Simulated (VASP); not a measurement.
A run of VASP 6.6.1 is set up as follows.

POSCAR

```
ScB2
1.0
    0.0000000000      3.0629900000      3.0629900000
    3.0629900000      0.0000000000      3.0629900000
    3.0629900000      3.0629900000      0.0000000000
Sc B
2 4
Direct
    0.2500000000      0.2500000000      0.2500000000
    0.0000000000      0.0000000000      0.0000000000
    0.6250000000      0.6250000000      0.6250000000
    0.1250000000      0.6250000000      0.6250000000
    0.6250000000      0.1250000000      0.6250000000
    0.6250000000      0.6250000000      0.1250000000
```

File INCAR.step1:

```
SYSTEM = ScB2
ALGO = Normal ; EDIFF = 1E-4
ENCUT = 600 ; GGA = PE
ISMEAR = -1 ; LASPH = .True.
LCHARG = .False. ; LREAL = .False.
LWAVE = .True. ; NELM = 100
PREC = Accurate ; SIGMA = 0.05
```

INCAR.step2

```
SYSTEM = ScB2
ALGO = Normal ; EDIFF = 1E-6
EDIFFG = -0.01 ; ENCUT = 600
IBRION = 2 ; ISIF = 8
ISMEAR = -1 ; ISTART = 1
LASPH = .True. ; LCHARG = .False.
LMIXTAU = .True. ; LREAL = .False.
LWAVE = .False. ; METAGGA = R2SCAN
NELM = 100 ; NSW = 80
PREC = Accurate ; SIGMA = 0.05
```

KPOINTS

```
k-points
0
Gamma
  6 6 6
  0 0 0
```

Potentials or basis: VASP PAW PBE potentials, release 64 (Sc_sv, B).

Launch:

```sh
$ cat potpaw_PBE.64/Sc_sv/POTCAR potpaw_PBE.64/B/POTCAR > POTCAR
$ cp INCAR.step1 INCAR
$ mpirun -np 1 vasp_std > vasp.out
$ cp INCAR.step2 INCAR
$ mpirun -np 1 vasp_std > vasp.out
```

Task: Predict the relaxed volume.

Result: 9.56 Å³/atom.

Task: Predict the relaxed cell.

Result: a = 4.330 Å, b = 4.330 Å, c = 4.330 Å, α = 60.00°, β = 60.00°, γ = 60.00°.

Task: What does it give for the space group after relaxing (to 0.05 Å)?

Result: Fd-3m (No. 227).

Final structure:
```
CELL_PARAMETERS angstrom
0.00000 3.06143 3.06143
3.06143 0.00000 3.06143
3.06143 3.06143 0.00000
ATOMIC_POSITIONS crystal
Sc 0.25000 0.25000 0.25000
Sc 0.00000 0.00000 0.00000
B 0.62500 0.62500 0.62500
B 0.12500 0.62500 0.62500
B 0.62500 0.12500 0.62500
B 0.62500 0.62500 0.12500
```

Caveat: the PAW data sets were made with another functional, which shifts forces and pressure a little.
